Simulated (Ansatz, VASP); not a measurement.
# Bi in VASP and in Ansatz

The input INCAR:

```
PREC     = Accurate       # precision mode
ENCUT    = 520            # plane-wave cutoff, eV
EDIFF    = 1E-6           # SCF threshold, eV
ISMEAR   = 0              # smearing method
SIGMA    = 0.1            # smearing width, eV
LREAL    = False          # projectors in reciprocal space
LASPH    = True           # aspherical terms in the spheres
NELM     = 100            # most SCF steps
ALGO     = Normal         # electronic algorithm
ISIF     = 2              # what is computed and relaxed
LWAVE    = False          # write WAVECAR
LCHARG   = False          # write CHGCAR
GGA      = PS             # functional
NBANDS   = 14             # bands
```

File KPOINTS:

```
regular mesh
0
Gamma
  10 10 10
```

File POSCAR:

```
Bi
1.0
   -1.9814310000      1.9814310000      1.9814310000
    1.9814310000     -1.9814310000      1.9814310000
    1.9814310000      1.9814310000     -1.9814310000
Bi
1
Direct
    0.0000000000      0.0000000000      0.0000000000
```

Input for Ansatz:

```yaml
crystal:
  lattice:
    - [-1.981431, 1.981431, 1.981431]
    - [1.981431, -1.981431, 1.981431]
    - [1.981431, 1.981431, -1.981431]
  atoms:
    - { symbol: Bi, position: [0.0, 0.0, 0.0] }
basis:
  ecutwfc: 500.0
kpoints:
  mp_grid:
    grid: [10, 10, 10]
hamiltonian:
  xc: pbesol
scf:
  occupations:
    method: gaussian
    width: 0.1
  eigensolver:
    kind: davidson
  initial_density:
    normalization: atom
output:
  stress: true
```

Alike in both runs: task single point; functional PBEsol; k mesh 10 × 10 × 10; occupations gaussian, width 0.1 eV; no spin polarisation.

|  | VASP | Ansatz |
| --- | --- | --- |
| version | VASP 6.6.1 | Ansatz 0.2.0 |
| potentials or method | VASP PAW PBE potentials, release 64 (Bi_d), cutoff 520 eV | plane waves, PAW |
| valence electrons in the cell | 15 | 15 |

```tsv
	VASP	Ansatz	Ansatz less VASP
pressure (GPa)	-1.9	-1.9	+0.07
```

VASP's potentials were made for PBE, not for PBEsol. The functional is the same, so the differences come from potentials, cutoffs and numerics.

Spin-orbit coupling is off throughout.
